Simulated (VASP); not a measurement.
Si (a cell with a defect), 17 atoms in the cell. The cell holds a defect, 17 atoms: a = 7.679 Å, b = 7.679 Å, c = 7.679 Å, α = 60.00°, β = 60.00°, γ = 60.00°. 

| Quantity | Value |
| --- | --- |
| Program | VASP 6.6.1 |
| Task | single point |
| Functional | PBE |
| Dispersion | D3(BJ) |
| Potentials or basis | VASP PAW PBE potentials, release 64 (Si) |
| Cutoff | 400 eV |
| k mesh | 2 × 2 × 2 |
| Occupations | gaussian, width 0.05 eV |
| Spin | no spin polarisation |
| Dipole correction | no |
| Further INCAR settings | ALGO = Normal; EDIFF = 1e-06; NBANDS = 48 |

Potentials or basis: VASP PAW PBE potentials, release 64 (Si).

Run with:

```bash
$ cat potpaw_PBE.64/Si/POTCAR > POTCAR
$ mpirun -np 1 vasp_std > vasp.out
```

Hardware: 1 thread of AMD EPYC 9R45 96-Core Processor (Zen 5), with other jobs on the host.

**Question.** Estimate the wall time of this run.

**Answer.** Wall time 72 s on 1 thread of AMD EPYC 9R45 96-Core Processor (Zen 5) (shared host), peak memory 0.31 GiB. Counts: scf iterations 14, k points 8.
